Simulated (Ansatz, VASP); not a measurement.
# BaO: VASP beside Ansatz

```
Ba O
1.0
     0.00000    2.72689    2.72689
     2.72689    0.00000    2.72689
     2.72689    2.72689    0.00000
Ba O
1 1
Direct
  0.00000 0.00000 0.00000
  0.50000 0.50000 0.50000
```

Change from the starting cell: volume scaled by 0.975, PAW files.

Alike in both runs: task electric field gradients; functional PBE; k mesh 9 × 9 × 9; occupations fermi-dirac, width 0.02 eV; no spin polarisation.

|  | VASP | Ansatz |
| --- | --- | --- |
| version | VASP 6.6.1 | Ansatz 0.2.0 |
| potentials or method | VASP PAW PBE potentials, release 64 (Ba_sv, O) | PAW with Ansatz's default frozen-core files, scalar-relativistic |
| plane-wave cutoff (eV) | 520 | 420 |
| valence electrons in the cell | 16 | 16 |

VASP gave:

```
gap on the k mesh at the Fermi level (eV) : 1.89
pressure (GPa)                            : 7.3
```

Problem. Estimate Ansatz's values.

Solution. gap on the k mesh at the Fermi level (eV): 1.96; pressure (GPa): 5.2.

With one functional, cell and mesh, what is left measures potentials, basis and numerics.

Neither program's run includes spin-orbit coupling.
